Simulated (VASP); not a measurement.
# CuO (Pm-3m) in VASP: notebook

Runs on CuO. Level: PBE+U. Tasks: relaxation of cell and atoms.

All numbers are computed with VASP 6.6.1; they aren't measurements. Logs are shortened: lines on timing, memory, paths and dates and some standing lists are left out, and cuts for length are marked.

**1. The cell of the first run**

It takes space group Pm-3m (No. 221, cubic). The conventional cell has a = 2.553 Å, b = 2.553 Å, c = 2.553 Å, α = 90.00°, β = 90.00°, γ = 90.00°. Cu (site symmetry m-3m) has 8 O at 2.21 Å and 6 Cu at 2.55 Å within 2.9 Å. Within 2.9 Å of O (site symmetry m-3m) lie 8 Cu at 2.21 Å and 6 O at 2.55 Å.

**2. Relaxation of cell and atoms, PBE+U**

INCAR reads:

```
ALGO = Normal
EDIFF = 1E-6
EDIFFG = -0.01
ENCUT = 600
GGA = PE
IBRION = 2
ISIF = 3
ISMEAR = -1
LASPH = T
LCHARG = F
LDAU = T
LDAUJ = 0 0
LDAUL = 2 -1
LDAUPRINT = 1
LDAUTYPE = 2
LDAUU = 1 0
LMAXMIX = 4
LREAL = F
LWAVE = F
NELM = 150
NSW = 60
PREC = Accurate
SIGMA = 0.05
```

KPOINTS reads:

```
k-points
0
Gamma
  10 10 10
```

POSCAR reads:

```
CuO
1.0
    2.5525506100      0.0000000000      0.0000000000
    0.0000000000      2.5525506100      0.0000000000
    0.0000000000      0.0000000000      2.5525506100
Cu O
1 1
Direct
    0.0000000000      0.0000000000      0.0000000000
    0.5000000000      0.5000000000      0.5000000000
```

Potentials or basis: VASP PAW PBE potentials, release 64 (Cu, O).

Launch:

```bash
cat potpaw_PBE.64/Cu/POTCAR potpaw_PBE.64/O/POTCAR > POTCAR
mpirun -np 1 vasp_std > vasp.out
```

OUTCAR:

```text
EDIFF = 1E-6
   EDIFFG = -0.01
   ENCUT = 600
   GGA = PE
   IBRION = 2
   ISIF = 3
   ISMEAR = -1
   LASPH = T
   LREAL = F
   NELM = 150
   NSW = 60
   PREC = Accurate

 ion  position               nearest neighbor table
   1  0.000  0.000  0.000-   2 2.21   2 2.21   2 2.21   2 2.21   2 2.21   2 2.21   2 2.21   2 2.21

   2  0.500  0.500  0.500-   1 2.21   1 2.21   1 2.21   1 2.21   1 2.21   1 2.21   1 2.21   1 2.21

  LATTYP: Found a simple cubic cell.
 ALAT       =     2.5525506100

  Lattice vectors:

 A1 = (   2.5525506100,   0.0000000000,   0.0000000000)
 A2 = (   0.0000000000,   2.5525506100,   0.0000000000)
 A3 = (   0.0000000000,   0.0000000000,   2.5525506100)

Analysis of symmetry for initial positions (statically):
=====================================================================
 Subroutine PRICEL returns:
 Original cell was already a primitive cell.

 Routine SETGRP: Setting up the symmetry group for a
 simple cubic supercell.

 Subroutine GETGRP returns: Found 48 space group operations
 (whereof 48 operations were pure point group operations)
 out of a pool of 48 trial point group operations.

The static configuration has the point symmetry O_h .

Analysis of symmetry for dynamics (positions and initial velocities):
=====================================================================
 Subroutine PRICEL returns:
 Original cell was already a primitive cell.

 Routine SETGRP: Setting up the symmetry group for a
 simple cubic supercell.

 Subroutine GETGRP returns: Found 48 space group operations
 (whereof 48 operations were pure point group operations)
 out of a pool of 48 trial point group operations.

The dynamic configuration has the point symmetry O_h .

 Subroutine INISYM returns: Found 48 space group operations
 (whereof 48 operations are pure point group operations),
 and found     1 'primitive' translations

----------------------------------------------------------------------------------------

                                     Primitive cell

  volume of cell :      16.6312

  direct lattice vectors                    reciprocal lattice vectors
     2.552550610  0.000000000  0.000000000     0.391765004  0.000000000  0.000000000
     0.000000000  2.552550610  0.000000000     0.000000000  0.391765004  0.000000000
     0.000000000  0.000000000  2.552550610     0.000000000  0.000000000  0.391765004

  length of vectors
     2.552550610  2.552550610  2.552550610     0.391765004  0.391765004  0.391765004

  position of ions in fractional coordinates (direct lattice)
     0.000000000  0.000000000  0.000000000
     0.500000000  0.500000000  0.500000000

  ion indices of the primitive-cell ions
   primitive index   ion index
                 1           1
                 2           2

----------------------------------------------------------------------------------------

 KPOINTS: k-points

Automatic generation of k-mesh.
 Grid dimensions read from file:
 generate k-points for:   10   10   10

 Generating k-lattice:

  Cartesian coordinates                     Fractional coordinates (reciprocal lattice)
     0.039176500  0.000000000  0.000000000     0.100000000  0.000000000  0.000000000
     0.000000000  0.039176500  0.000000000     0.000000000  0.100000000  0.000000000
     0.000000000  0.000000000  0.039176500     0.000000000  0.000000000  0.100000000

  Length of vectors
     0.039176500  0.039176500  0.039176500

  Shift w.r.t. Gamma in fractional coordinates (k-lattice)
     0.000000000  0.000000000  0.000000000

 Subroutine IBZKPT returns following result:
 ===========================================

 Found     56 irreducible k-points:

 Following reciprocal coordinates:
            Coordinates               Weight
[... 60 lines left out ...]
   IALGO  =     38    algorithm
   IMIX   =      4    mixing-type and parameters
     AMIX     =   0.40;   BMIX     =  1.00
     AMIX_MAG =   1.60;   BMIX_MAG =  1.00
  volume/ion in A,a.u.               =       8.32        56.12
  Fermi-wavevector in a.u.,A,eV,Ry     =   1.649112  3.116370 37.001994  2.719570
  Thomas-Fermi vector in A             =   2.738287
   LORBIT       =      0    0 simple, 1 ext, 2 COOP (PROOUT), +10 PAW based schemes
 LDA+U is selected, type is set to LDAUTYPE =  2
   angular momentum for each species LDAUL =     2   -1
   U (eV)           for each species LDAUU =   1.0  0.0
   J (eV)           for each species LDAUJ =   0.0  0.0
   GGA     = PE    functional components
   LHFCALC =     F    Hartree Fock is set to
   AEXX    =    0.0000 exact exchange contribution
   IVDW    =     0    specifies the selected vdW correction
   LEPSILON=     F    determine dielectric tensor
   LRPA    =     F    only Hartree local field effects (RPA)
 conjugate gradient relaxation of ions
 non-spin polarized calculation
  energy-cutoff  :      600.00
  volume of cell :       16.63
 maximum number of plane-waves:       568
   NGX = 11   NGY = 11   NGZ = 11

--------------------------------------- Ionic step        1  -------------------------------------------

 number of electron      16.9999977 magnetization

 Free energy of the ion-electron system (eV)
  ---------------------------------------------------
  ext. energy  EPLUGINS =         0.00000000
  ---------------------------------------------------
  free energy    TOTEN  =        -8.16170028 eV

  energy without entropy =       -8.13828036  energy(sigma->0) =       -8.14999032

------------------------ aborting loop because EDIFF is reached ----------------------------------------

  FORCE on cell =-STRESS in cart. coord.  units (eV):
  Direction    XX          YY          ZZ          XY          YZ          ZX
  --------------------------------------------------------------------------------------
  -------------------------------------------------------------------------------------
  Total        2.0569855      2.0569855      2.0569855      0.0000000      0.0000000     -0.0000000
  in kB      198.1612483    198.1612483    198.1612483      0.0000000      0.0000000     -0.0000000
  external PRESSURE =     198.1612483 kB  Pullay stress =       0.0000000 kB
[... 53 lines left out ...]
  FREE ENERGIE OF THE ION-ELECTRON SYSTEM (eV)
  ---------------------------------------------------
  free  energy   TOTEN  =        -8.2286807456 eV

  energy  without entropy=       -8.1993264766  energy(sigma->0) =       -8.21400361

atom =   1  type =  1  l = 2

 onsite density matrix

spin component  1

  0.9017  0.0000 -0.0000  0.0000  0.0000
  0.0000  0.9017  0.0000  0.0000 -0.0000
 -0.0000  0.0000  0.9516  0.0000  0.0000
  0.0000  0.0000  0.0000  0.9017  0.0000
  0.0000 -0.0000  0.0000  0.0000  0.9516

spin component  2

  0.9017  0.0000 -0.0000  0.0000  0.0000
  0.0000  0.9017  0.0000  0.0000 -0.0000
 -0.0000  0.0000  0.9516  0.0000  0.0000
  0.0000  0.0000  0.0000  0.9017  0.0000
  0.0000 -0.0000  0.0000  0.0000  0.9516

 occupancies and eigenvectors

  o =  0.9017  v =  0.0000  0.9462 -0.0000 -0.3234 -0.0000  0.0000  0.0000  0.0000  0.0000  0.0000      0.0000  0.0000  0.0000  0.0000  0.0000  0.0000  0.0000  0.0000  0.0000  0.0000
  o =  0.9017  v =  0.0000  0.0000  0.0000  0.0000  0.0000  0.0000  0.9462 -0.0000 -0.3234 -0.0000      0.0000  0.0000  0.0000  0.0000  0.0000  0.0000  0.0000  0.0000  0.0000  0.0000
  o =  0.9017  v =  0.0000  0.3234  0.0000  0.9462  0.0000  0.0000  0.0000  0.0000  0.0000  0.0000      0.0000  0.0000  0.0000  0.0000  0.0000  0.0000  0.0000  0.0000  0.0000  0.0000
  o =  0.9017  v =  0.0000  0.0000  0.0000  0.0000  0.0000  0.0000  0.3234  0.0000  0.9462  0.0000      0.0000  0.0000  0.0000  0.0000  0.0000  0.0000  0.0000  0.0000  0.0000  0.0000
  o =  0.9017  v =  1.0000  0.0000  0.0000  0.0000  0.0000  0.0000  0.0000  0.0000  0.0000  0.0000      0.0000  0.0000  0.0000  0.0000  0.0000  0.0000  0.0000  0.0000  0.0000  0.0000
  o =  0.9017  v =  0.0000  0.0000  0.0000  0.0000  0.0000  1.0000  0.0000  0.0000  0.0000  0.0000      0.0000  0.0000  0.0000  0.0000  0.0000  0.0000  0.0000  0.0000  0.0000  0.0000
  o =  0.9516  v =  0.0000 -0.0000 -0.0004  0.0000 -1.0000  0.0000  0.0000  0.0000  0.0000  0.0000      0.0000  0.0000  0.0000  0.0000  0.0000  0.0000  0.0000  0.0000  0.0000  0.0000
  o =  0.9516  v =  0.0000  0.0000  0.0000  0.0000  0.0000  0.0000 -0.0000 -0.0004  0.0000 -1.0000      0.0000  0.0000  0.0000  0.0000  0.0000  0.0000  0.0000  0.0000  0.0000  0.0000
  o =  0.9516  v =  0.0000  0.0000  0.0000  0.0000  0.0000  0.0000 -0.0000 -1.0000  0.0000  0.0004      0.0000  0.0000  0.0000  0.0000  0.0000  0.0000  0.0000  0.0000  0.0000  0.0000
  o =  0.9516  v =  0.0000 -0.0000 -1.0000  0.0000  0.0004  0.0000  0.0000  0.0000  0.0000  0.0000      0.0000  0.0000  0.0000  0.0000  0.0000  0.0000  0.0000  0.0000  0.0000  0.0000

--------------------------------------- Ionic step        3  -------------------------------------------

 number of electron      17.0000032 magnetization

 Free energy of the ion-electron system (eV)
  ---------------------------------------------------
  ext. energy  EPLUGINS =         0.00000000
  ---------------------------------------------------
  free energy    TOTEN  =        -8.25346957 eV

  energy without entropy =       -8.22633674  energy(sigma->0) =       -8.23990316

 E-fermi :   6.2104     XC(G=0): -12.7772

 val. band max:        6.2091441544   @ k =   0.5000   0.4000   0.2000
 cond. band min:       6.2250834906   @ k =   0.4000   0.4000   0.2000
 fundamental gap:      0.0159393361
 Fermi energy:         6.2104084129

 k-point     1 :       0.0000    0.0000    0.0000
  band No.  band energies     occupation
      1     -12.9613      2.00000
      2       2.8664      2.00000
      3       2.8664      2.00000
      4       4.4848      2.00000
      5       4.4848      2.00000
      6       4.4848      2.00000
      7       4.5578      2.00000
      8       4.5578      2.00000
      9       4.5579      2.00000
     10       7.1145      0.00000
     11      21.9447      0.00000
     12      21.9447      0.00000
[... 331 lines left out ...]
 k-point    24 :       0.3000    0.1000    0.1000
  band No.  band energies     occupation
      1     -12.0719      2.00000
      2       0.2805      2.00000
      3       2.6867      2.00000
      4       3.0846      2.00000
      5       3.3548      2.00000
      6       4.3839      2.00000
      7       4.5860      2.00000
      8       5.4751      2.00000
      9       6.1174      1.73062
     10      11.1846      0.00000
     11      17.6039      0.00000
     12      21.5185      0.00000

 [... further k-points ...]

------------------------ aborting loop because EDIFF is reached ----------------------------------------

  FORCE on cell =-STRESS in cart. coord.  units (eV):
  Direction    XX          YY          ZZ          XY          YZ          ZX
  --------------------------------------------------------------------------------------
  -------------------------------------------------------------------------------------
  Total        0.0082756      0.0082756      0.0082756      0.0000000      0.0000000      0.0000000
  in kB        0.7262802      0.7262802      0.7262802      0.0000000      0.0000000      0.0000000
  external PRESSURE =       0.7262802 kB  Pullay stress =       0.0000000 kB
[... 17 lines left out ...]
  FREE ENERGIE OF THE ION-ELECTRON SYSTEM (eV)
  ---------------------------------------------------
  free  energy   TOTEN  =        -8.2534695720 eV

  energy  without entropy=       -8.2263367401  energy(sigma->0) =       -8.23990316

 reached required accuracy - stopping structural energy minimisation
```

Wall time 23 s (1 thread of Intel Xeon Platinum 8559C (Emerald Rapids), shared host); peak memory 0.13 GiB.

Results:

```yaml
Free_energy: -8.2535 eV
Relaxed_volume: 9.13 Å³/atom
Relaxed_cell: a = 2.633 Å, b = 2.633 Å, c = 2.633 Å, α = 90.00°, β = 90.00°, γ = 90.00°
Space_group_after_relaxing_to_0.1_Å: Pm-3m (No. 221)
Energy_gained_by_relaxing: 45.9 meV/atom
Ionic_steps: 3
Pressure_after_relaxing: 0.1 GPa
Band_gap_on_the_k_mesh: zero (an odd number of electrons rules out a gap without spin polarisation)
```

The path:
```tsv
step	energy change (eV)	largest force (eV/Å)	pressure (GPa)	volume (Å³)
1	0.0000	0.0000	19.82	16.63
2	-0.0670	0.0000	-7.83	19.23
3	-0.0918	0.0000	0.07	18.26
```

Final structure:
```
Cu O
1.0
     2.63311    0.00000    0.00000
     0.00000    2.63311    0.00000
     0.00000    0.00000    2.63311
Cu O
1 1
Direct
  0.00000 0.00000 0.00000
  0.50000 0.50000 0.50000
```

Eigenvalues of the final occupation matrices:
| site | spin | trace | eigenvalues |
| --- | --- | --- | --- |
| site 1 d | 1 | 4.61 | 0.90 0.90 0.90 0.95 0.95 |
| site 1 d | 2 | 4.61 | 0.90 0.90 0.90 0.95 0.95 |

Caveat: an odd number of electrons without spin polarisation forces a metal; a magnetic or distorted state may lie lower; U without spin polarisation on a metal has little footing.

**3. Relaxation of cell and atoms, PBE+U**

INCAR reads:

```
SYSTEM = CuO
ALGO = Normal
EDIFF = 1E-6
EDIFFG = -0.01
ENCUT = 600
GGA = PE
IBRION = 2
ISIF = 3
ISMEAR = -1
LASPH = .TRUE.
LCHARG = .FALSE.
LDAU = .TRUE.
LDAUJ = 0 0
LDAUL = 2 -1
LDAUPRINT = 1
LDAUTYPE = 2
LDAUU = 2 0
LMAXMIX = 4
LREAL = .FALSE.
LWAVE = .FALSE.
NELM = 150
NSW = 60
PREC = Accurate
SIGMA = 0.05
```

KPOINTS reads:

```
k-points
0
G
  10 10 10
  0 0 0
```

POSCAR is that of step 2.

Potentials or basis: VASP PAW PBE potentials, release 64 (Cu, O).

Launch:

```bash
cat potpaw_PBE.64/Cu/POTCAR potpaw_PBE.64/O/POTCAR > POTCAR
mpirun -np 1 vasp_std > vasp.out
```

Wall time 19 s (1 thread of Intel Xeon Platinum 8559C (Emerald Rapids), shared host); peak memory 0.13 GiB.

Results (log left out):

```
Free energy                           : -7.9025 eV
Relaxed volume                        : 9.10 Å³/atom
Relaxed cell                          : a = 2.630 Å, b = 2.630 Å, c = 2.630 Å, α = 90.00°, β = 90.00°, γ = 90.00°
Space group after relaxing (to 0.1 Å) : Pm-3m (No. 221)
Energy gained by relaxing             : 41.7 meV/atom
Ionic steps                           : 3
Pressure after relaxing               : 0.1 GPa
Band gap on the k mesh                : zero (an odd number of electrons rules out a gap without spin polarisation)
```

Step by step:
```
step  energy change (eV)  largest force (eV/Å)  pressure (GPa)  volume (Å³)
   1              0.0000                0.0000           18.62        16.63
   2             -0.0635                0.0000           -7.05        19.07
   3             -0.0834                0.0000            0.09        18.19
```

Final structure:
```cif
data_structure
_symmetry_space_group_name_H-M 'P 1'
_symmetry_Int_Tables_number 1
_cell_length_a 2.6301
_cell_length_b 2.6301
_cell_length_c 2.6301
_cell_angle_alpha 90.000
_cell_angle_beta 90.000
_cell_angle_gamma 90.000
_cell_volume 18.19
loop_
_atom_site_label
_atom_site_type_symbol
_atom_site_fract_x
_atom_site_fract_y
_atom_site_fract_z
_atom_site_occupancy
Cu1 Cu 0.00000 0.00000 0.00000 1
O1 O 0.50000 0.50000 0.50000 1
```

Levels at points of the mesh, in eV from the Fermi level:
| k point | band 6 | band 7 | band 8 | band 9 | band 10 | band 11 | band 12 |
| --- | --- | --- | --- | --- | --- | --- | --- |
| (0.00, 0.00, 0.00) | -1.74 | -1.66 | -1.66 | -1.66 | 1.07 | 15.76 | 15.76 |
| (0.50, 0.00, 0.00) | -1.69 | -1.33 | 0.43 | 0.43 | 6.78 | 8.16 | 17.86 |
| (0.50, 0.50, 0.00) | -2.19 | -2.19 | -1.41 | -0.74 | 5.49 | 11.66 | 11.66 |
| (0.50, 0.50, 0.50) | -1.38 | 0.27 | 0.27 | 0.27 | 7.39 | 7.39 | 7.39 |

Eigenvalues of the final occupation matrices:
```tsv
site	spin	trace	eigenvalues
site 1 d	1	4.63	0.91 0.91 0.91 0.95 0.95
site 1 d	2	4.63	0.91 0.91 0.91 0.95 0.95
```

Caveat: an odd number of electrons without spin polarisation forces a metal; a magnetic or distorted state may lie lower; U without spin polarisation on a metal has little footing.

(Part 1 of 2 ends here.)
